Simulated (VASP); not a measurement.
Set up this calculation in VASP 6.6.1, as the native input.

* Task: relaxation of cell and atoms
* Functional: PBE
* Potentials or basis: VASP PAW PBE potentials, release 64 (Be, Se)
* Cutoff: 600 eV
* k mesh: 4 × 4 × 4
* Occupations: gaussian, width 0.1 eV
* Spin: no spin polarisation
* Dipole correction: no
* Further INCAR settings: ALGO = Normal; EDIFF = 1e-06; IBRION = 2; EDIFFG = -0.04; NSW = 90; ISIF = 3

The structure of Be4Se lies in POSCAR:

```
Be4Se
1.0
    3.8813722500      0.0000000000      0.0000000000
    0.0000000000      3.8813722500      0.0000000000
    0.0000000000      0.0000000000      3.8813722500
Be Se
4 1
Direct
    0.0000000000      0.0000000000      0.0000000000
    0.5000000000      0.5000000000      0.0000000000
    0.5000000000      0.0000000000      0.5000000000
    0.0000000000      0.5000000000      0.5000000000
    0.5000000000      0.5000000000      0.5000000000
```

These files were run (other wordings do the same):

INCAR

```
SYSTEM = Be4Se
PREC     = Accurate       ! precision mode
ENCUT    = 600            ! plane-wave cutoff, eV
EDIFF    = 1E-6           ! SCF threshold, eV
ISMEAR   = 0              ! smearing method
SIGMA    = 0.1            ! smearing width, eV
LREAL    = .False.        ! projectors in reciprocal space
LASPH    = .True.         ! aspherical terms in the spheres
NELM     = 60             ! most SCF steps
ALGO     = Normal         ! electronic algorithm
ISIF     = 3              ! what is computed and relaxed
LWAVE    = .False.        ! write WAVECAR
LCHARG   = .False.        ! write CHGCAR
GGA      = PE             ! functional
IBRION   = 2              ! ionic algorithm
NSW      = 90             ! ionic steps
EDIFFG   = -0.04          ! ionic threshold
```

KPOINTS

```
regular mesh
0
Gamma
  4 4 4
  0 0 0
```

Potentials or basis: VASP PAW PBE potentials, release 64 (Be, Se).

Launch:

```console
$ cat potpaw_PBE.64/Be/POTCAR potpaw_PBE.64/Se/POTCAR > POTCAR
$ mpirun -np 1 vasp_std > vasp.out
```

It gave:

```json
{
 "Relaxed volume": "15.54 Å³/atom",
 "Relaxed cell": "a = 4.267 Å, b = 4.267 Å, c = 4.267 Å, α = 90.00°, β = 90.00°, γ = 90.00°",
 "Space group after relaxing (to 0.05 Å)": "Pm-3m (No. 221)",
 "Energy gained by relaxing": "274.9 meV/atom",
 "Ionic steps": "2",
 "Pressure after relaxing": "0.0 GPa",
 "Band gap on the k mesh": "zero (band 7 reaches 4.56 eV, above the bottom of band 8 at 2.86 eV)"
}
```

Caveat: the k points lie up to 0.37 Å⁻¹ apart in the final cell; the volume moved by over 15 % at a fixed basis, so the end points are rough.

It took 15 s on 1 thread of AMD EPYC 7R43 64-Core Processor (Zen 3), with other jobs on the host, peak memory 0.15 GiB.
